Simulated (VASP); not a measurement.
# Y (Pm-3m) in VASP: single point with PBEsol

Aim: the single point of Y with PBEsol.

Everything below comes from runs of VASP 6.6.1. Logs are shortened: lines on timing, memory, paths and dates and some standing lists are left out, and cuts for length are marked.

### 1 The cell of the first run

The structure is cubic, space group Pm-3m (No. 221). Conventional cell: a = 4.920 Å, b = 4.920 Å, c = 4.920 Å, α = 90.00°, β = 90.00°, γ = 90.00°. Y (site symmetry 4/mmm) has 8 Y at 3.48 Å within 4.6 Å.

### 2 Single point, PBEsol

File INCAR:

```
SYSTEM = Y
ALGO = Normal
EDIFF = 1E-6
ENCUT = 520
GGA = PS
ISIF = 2
ISMEAR = 1
LASPH = .True.
LCHARG = .True.
LELF = .True.
LREAL = .False.
LVHAR = .True.
LWAVE = .False.
NBANDS = 24
NELM = 100
PREC = Accurate
SIGMA = 0.1
```

File KPOINTS:

```
k-points
0
Gamma
  5 5 5
  0 0 0
```

File POSCAR:

```
Y
1.0
    4.9197070000      0.0000000000      0.0000000000
    0.0000000000      4.9197070000      0.0000000000
    0.0000000000      0.0000000000      4.9197070000
Y
3
Direct
    0.5000000000      0.5000000000      0.0000000000
    0.5000000000      0.0000000000      0.5000000000
    0.0000000000      0.5000000000      0.5000000000
```

Potentials or basis: VASP PAW PBE potentials, release 64 (Y_sv).

Run with:

```
$ cat potpaw_PBE.64/Y_sv/POTCAR > POTCAR
$ mpirun -np 1 vasp_std > vasp.out
```

OUTCAR:

```text
SYSTEM = Y
   EDIFF = 1E-6
   ENCUT = 520
   GGA = PS
   ISIF = 2
   ISMEAR = 1
   LASPH = .True.
   LREAL = .False.
   NELM = 100
   PREC = Accurate

 ion  position               nearest neighbor table
   1  0.500  0.500  0.000-   2 3.48   3 3.48   2 3.48   3 3.48   2 3.48   2 3.48   3 3.48   3 3.48

   2  0.500  0.000  0.500-   1 3.48   3 3.48   1 3.48   1 3.48   3 3.48   1 3.48   3 3.48   3 3.48

   3  0.000  0.500  0.500-   1 3.48   2 3.48   1 3.48   2 3.48   1 3.48   2 3.48   1 3.48   2 3.48

  LATTYP: Found a simple cubic cell.
 ALAT       =     4.9197070000

  Lattice vectors:

 A1 = (   4.9197070000,   0.0000000000,   0.0000000000)
 A2 = (   0.0000000000,   4.9197070000,   0.0000000000)
 A3 = (   0.0000000000,   0.0000000000,   4.9197070000)

Analysis of symmetry for initial positions (statically):
=====================================================================
 Subroutine PRICEL returns:
 Original cell was already a primitive cell.

 Routine SETGRP: Setting up the symmetry group for a
 simple cubic supercell.

 Subroutine GETGRP returns: Found 48 space group operations
 (whereof 48 operations were pure point group operations)
 out of a pool of 48 trial point group operations.

The static configuration has the point symmetry O_h .

Analysis of symmetry for dynamics (positions and initial velocities):
=====================================================================
 Subroutine PRICEL returns:
 Original cell was already a primitive cell.

 Routine SETGRP: Setting up the symmetry group for a
 simple cubic supercell.

 Subroutine GETGRP returns: Found 48 space group operations
 (whereof 48 operations were pure point group operations)
 out of a pool of 48 trial point group operations.

The dynamic configuration has the point symmetry O_h .

 Subroutine INISYM returns: Found 48 space group operations
 (whereof 48 operations are pure point group operations),
 and found     1 'primitive' translations

----------------------------------------------------------------------------------------

                                     Primitive cell

  volume of cell :     119.0742

  direct lattice vectors                    reciprocal lattice vectors
     4.919707000  0.000000000  0.000000000     0.203264137  0.000000000  0.000000000
     0.000000000  4.919707000  0.000000000     0.000000000  0.203264137  0.000000000
     0.000000000  0.000000000  4.919707000     0.000000000  0.000000000  0.203264137

  length of vectors
     4.919707000  4.919707000  4.919707000     0.203264137  0.203264137  0.203264137

  position of ions in fractional coordinates (direct lattice)
     0.500000000  0.500000000  0.000000000
     0.500000000  0.000000000  0.500000000
     0.000000000  0.500000000  0.500000000

  ion indices of the primitive-cell ions
   primitive index   ion index
                 1           1
                 2           2
                 3           3

----------------------------------------------------------------------------------------

 KPOINTS: k-points

Automatic generation of k-mesh.
 Grid dimensions read from file:
 generate k-points for:    5    5    5

 Generating k-lattice:

  Cartesian coordinates                     Fractional coordinates (reciprocal lattice)
     0.040652827  0.000000000  0.000000000     0.200000000  0.000000000  0.000000000
     0.000000000  0.040652827  0.000000000     0.000000000  0.200000000  0.000000000
     0.000000000  0.000000000  0.040652827     0.000000000  0.000000000  0.200000000

  Length of vectors
     0.040652827  0.040652827  0.040652827

  Shift w.r.t. Gamma in fractional coordinates (k-lattice)
     0.000000000  0.000000000  0.000000000

 Subroutine IBZKPT returns following result:
 ===========================================

 Found     10 irreducible k-points:

 Following reciprocal coordinates:
            Coordinates               Weight
  0.000000  0.000000  0.000000      1.000000
  0.200000  0.000000  0.000000      6.000000
  0.400000  0.000000  0.000000      6.000000
  0.200000  0.200000  0.000000     12.000000
  0.400000  0.200000  0.000000     24.000000
  0.400000  0.400000  0.000000     12.000000
  0.200000  0.200000  0.200000      8.000000
  0.400000  0.200000  0.200000     24.000000
  0.400000  0.400000  0.200000     24.000000
  0.400000  0.400000  0.400000      8.000000
   k-points           NKPTS =     10   k-points in BZ     NKDIM =     10   number of bands    NBANDS=     24
   number of dos      NEDOS =    301   number of ions     NIONS =      3
   total plane-waves  NPLWV =  64000
   dimension x,y,z NGX =    40 NGY =   40 NGZ =   40
   dimension x,y,z NGXF=    80 NGYF=   80 NGZF=   80
   ions per type =               3
   NGX,Y,Z   is equivalent  to a cutoff of  13.52, 13.52, 13.52 a.u.
   NGXF,Y,Z  is equivalent  to a cutoff of  27.03, 27.03, 27.03 a.u.
 SYSTEM =  Y
   PREC   = accura    normal or accurate (medium, high low for compatibility)
   ISTART =      0    job   : 0-new  1-cont  2-samecut
   ICHARG =      2    charge: 1-file 2-atom 10-const
   ISPIN  =      1    spin polarized calculation?
   LNONCOLLINEAR =      F non collinear calculations
   LSORBIT =      F    spin-orbit coupling
   LASPH  =      T    aspherical Exc in radial PAW
   ENCUT  =  520.0 eV  38.22 Ry    6.18 a.u.   9.15  9.15  9.15*2*pi/ulx,y,z
   NELM   =    100;   NELMIN=  2; NELMDL= -5     # of ELM steps
   EDIFF  = 0.1E-05   stopping-criterion for ELM
   LREAL  =      F    real-space projection
   EDIFFG = 0.1E-04   stopping-criterion for IOM
   NSW    =      0    number of steps for IOM
   IBRION =     -1    ionic relax: 0-MD 1-quasi-New 2-CG
   NFREE  =      0    steps in history (QN), initial steepest desc. (CG)
   ISIF   =      2    stress and relaxation
   ISYM   =      2    0-nonsym 1-usesym 2-fastsym
   POTIM  = 0.5000    time-step for ionic-motion
   TEBEG  =    0.0;   TEEND  =   0.0 temperature during run
   PSTRESS=    0.0 pullay stress
   NELECT =      33.0000    total number of electrons
   NUPDOWN=      -1.0000    fix difference up-down
   EMIN   =  10.00;   EMAX   =-10.00  energy-range for DOS
   EFERMI =   0.00;   METHOD = LEGACY
   ISMEAR =     1;   SIGMA  =   0.10  broadening in eV -4-tet -1-fermi 0-gaus
   EFERMI_NEDOS =   21; number of points for ismear=-14 and -15
   IALGO  =     38    algorithm
   IMIX   =      4    mixing-type and parameters
     AMIX     =   0.40;   BMIX     =  1.00
     AMIX_MAG =   1.60;   BMIX_MAG =  1.00
  volume/ion in A,a.u.               =      39.69       267.85
  Fermi-wavevector in a.u.,A,eV,Ry     =   1.067350  2.016999 15.500251  1.139236
  Thomas-Fermi vector in A             =   2.202964
   LORBIT       =      0    0 simple, 1 ext, 2 COOP (PROOUT), +10 PAW based schemes
   GGA     = PS    functional components
   LHFCALC =     F    Hartree Fock is set to
   AEXX    =    0.0000 exact exchange contribution
   IVDW    =     0    specifies the selected vdW correction
   LEPSILON=     F    determine dielectric tensor
   LRPA    =     F    only Hartree local field effects (RPA)
 non-spin polarized calculation
 Methfessel and Paxton  Order N= 1 SIGMA  =   0.10
  energy-cutoff  :      520.00
  volume of cell :      119.07
 maximum number of plane-waves:      3225
 NGX is ok and might be reduce to    40
   NGX = 19   NGY = 19   NGZ = 19

 number of electron      32.9999998 magnetization

 Free energy of the ion-electron system (eV)
  ---------------------------------------------------
  ext. energy  EPLUGINS =         0.00000000
  ---------------------------------------------------
  free energy    TOTEN  =       -18.17881701 eV

  energy without entropy =      -18.17328374  energy(sigma->0) =      -18.17697258

 E-fermi :   1.8822     XC(G=0):  -8.6950

 val. band max:        1.8630450413   @ k =   0.4000   0.2000   0.0000
 cond. band min:       1.9412454880   @ k =   0.2000   0.2000   0.0000
 fundamental gap:      0.0782004467
 Fermi energy:         1.8822175968

 k-point     1 :       0.0000    0.0000    0.0000
  band No.  band energies     occupation
      1     -41.0263      2.00000
      2     -40.9334      2.00000
      3     -40.9334      2.00000
      4     -21.2263      2.00000
      5     -21.2263      2.00000
      6     -21.2263      2.00000
[... 16 lines left out ...]
     23       4.9496      0.00000
     24       4.9496      0.00000

 k-point     2 :       0.2000    0.0000    0.0000
  band No.  band energies     occupation
      1     -41.0185      2.00000
      2     -40.9412      2.00000
      3     -40.9334      2.00000
      4     -21.2005      2.00000
      5     -21.2005      2.00000
      6     -21.1867      2.00000
[... 16 lines left out ...]
     23       4.6699      0.00000
     24       5.2621      0.00000

 k-point     3 :       0.4000    0.0000    0.0000
  band No.  band energies     occupation
      1     -41.0004      2.00000
      2     -40.9593      2.00000
      3     -40.9332      2.00000
      4     -21.1458      2.00000
      5     -21.1458      2.00000
      6     -21.0858      2.00000
[... 16 lines left out ...]
     23       4.2156      0.00000
     24       4.3651      0.00000

 k-point     4 :       0.2000    0.2000    0.0000
  band No.  band energies     occupation
      1     -41.0114      2.00000
      2     -40.9441      2.00000
      3     -40.9376      2.00000
      4     -21.2146      2.00000
      5     -21.1739      2.00000
      6     -21.1242      2.00000
[... 16 lines left out ...]
     23       4.7309      0.00000
     24       5.1863      0.00000

 k-point     5 :       0.4000    0.2000    0.0000
  band No.  band energies     occupation
      1     -40.9944      2.00000
      2     -40.9594      2.00000
      3     -40.9391      2.00000
      4     -21.1735      2.00000
      5     -21.1161      2.00000
      6     -21.0960      2.00000
[... 73 lines left out ...]
 k-point     8 :       0.4000    0.2000    0.2000
  band No.  band energies     occupation
      1     -40.9893      2.00000
      2     -40.9594      2.00000
      3     -40.9439      2.00000
      4     -21.2217      2.00000
      5     -21.1232      2.00000
      6     -21.1144      2.00000
[... 16 lines left out ...]
     23       4.5758      0.00000
     24       4.7351      0.00000

 k-point     9 :       0.4000    0.4000    0.2000
  band No.  band energies     occupation
      1     -40.9767      2.00000
      2     -40.9611      2.00000
      3     -40.9545      2.00000
      4     -21.2431      2.00000
      5     -21.1901      2.00000
      6     -21.1212      2.00000
[... 16 lines left out ...]
     23       4.0858      0.00000
     24       4.6524      0.00000

 k-point    10 :       0.4000    0.4000    0.4000
  band No.  band energies     occupation
      1     -40.9699      2.00000
      2     -40.9610      2.00000
      3     -40.9610      2.00000
      4     -21.3175      2.00000
      5     -21.1939      2.00000
      6     -21.1922      2.00000
[... 16 lines left out ...]
     23       3.5753     -0.00000
     24       4.8031      0.00000

------------------------ aborting loop because EDIFF is reached ----------------------------------------

  FORCE on cell =-STRESS in cart. coord.  units (eV):
  Direction    XX          YY          ZZ          XY          YZ          ZX
  --------------------------------------------------------------------------------------
  -------------------------------------------------------------------------------------
  Total       -1.8301994     -1.8301994     -1.8301994      0.0000000      0.0000000     -0.0000000
  in kB      -24.6258525    -24.6258525    -24.6258525      0.0000000      0.0000000     -0.0000000
  external PRESSURE =     -24.6258525 kB  Pullay stress =       0.0000000 kB

 VOLUME and BASIS-vectors are now :
 -----------------------------------------------------------------------------
  energy-cutoff  :      520.00
  volume of cell :      119.07
      direct lattice vectors                 reciprocal lattice vectors
     4.919707000  0.000000000  0.000000000     0.203264137  0.000000000  0.000000000
     0.000000000  4.919707000  0.000000000     0.000000000  0.203264137  0.000000000
     0.000000000  0.000000000  4.919707000     0.000000000  0.000000000  0.203264137

 POSITION                                       TOTAL-FORCE (eV/Angst)
 -----------------------------------------------------------------------------------
      2.45985      2.45985      0.00000         0.000000      0.000000      0.000000
      2.45985      0.00000      2.45985         0.000000      0.000000      0.000000
      0.00000      2.45985      2.45985         0.000000      0.000000      0.000000
 -----------------------------------------------------------------------------------
    total drift:                               -0.000000     -0.000000     -0.000000

  FREE ENERGIE OF THE ION-ELECTRON SYSTEM (eV)
  ---------------------------------------------------
  free  energy   TOTEN  =       -18.1788170071 eV

  energy  without entropy=      -18.1732837370  energy(sigma->0) =      -18.17697258
```

Run time: 28 s. Hardware: 1 thread of Intel Xeon Platinum 8488C (Sapphire Rapids), shared host; peak memory 0.24 GiB.

Results:

- Free energy: -18.1788 eV
- Pressure: -2.5 GPa

Levels at points of the mesh, in eV from the Fermi level:
| k point | band 14 | band 15 | band 16 | band 17 | band 18 | band 19 |
| --- | --- | --- | --- | --- | --- | --- |
| (0.00, 0.00, 0.00) | -1.76 | -0.67 | -0.67 | -0.38 | -0.38 | -0.38 |

Caveat: the PAW data sets were made with another functional, which shifts forces and pressure a little.
